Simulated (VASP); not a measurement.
Runs of VASP 6.6.1 on CdTe. The structure is that of space group I-4m2 (No. 119), or close to it. The cells are those of the table. 

```tsv
cell	gap on the mesh (eV)	pressure (GPa)
a = 5.007, b = 5.007, c = 4.088 Å, angles 65.9, 65.9, 48.2°, 2 atoms	none	(d)
a = 4.461, b = 4.461, c = 5.151 Å, angles 54.7, 54.7, 70.5°, 2 atoms	0.05	(c)
a = 4.876, b = 4.876, c = 4.204 Å, angles 64.5, 64.5, 51.1°, 2 atoms	none	-0.7
a = 4.467, b = 4.467, c = 5.297 Å, angles 53.6, 53.6, 72.7°, 2 atoms	0.17	-2.7
a = 4.769, b = 4.769, c = 4.318 Å, angles 63.1, 63.1, 53.8°, 2 atoms	(b)	-0.3
a = 4.470, b = 4.470, c = 4.985 Å, angles 56.1, 56.1, 67.8°, 2 atoms	0.17	-0.9
a = 4.533, b = 4.533, c = 4.718 Å, angles 58.6, 58.6, 62.7°, 2 atoms	0.48	0.0
a = 4.673, b = 4.673, c = 4.445 Å, angles 61.6, 61.6, 56.8°, 2 atoms	0.49	0.0
a = 5.110, b = 5.110, c = 4.009 Å, angles 66.9, 66.9, 46.2°, 2 atoms	none	-1.5
a = 4.559, b = 4.559, c = 4.652 Å, angles 59.3, 59.3, 61.3°, 2 atoms	0.56	0.1
a = 4.495, b = 4.495, c = 4.844 Å, angles 57.4, 57.4, 65.2°, 2 atoms	(a)	-0.3
```

Alike in all rows: task single point; level PBEsol; potentials or basis VASP PAW PBE potentials, release 64 (Cd, Te); no spin polarisation; k mesh 8 × 8 × 8; cutoff (eV) 520; smearing gaussian 0.05 eV.

Q: Fill in the values left out.

A: (a) 0.33; (b) 0.23; (c) -1.8; (d) -1.2.

Caveats: the PAW data sets were made with another functional, which shifts forces and pressure a little; spin-orbit coupling is left out, which moves the levels of the heavy elements.

A k mesh can miss the band edges, and the runs leave out spin-orbit coupling on Cd, Te.

A gap of «none» marks levels without a gap at the run's occupations.
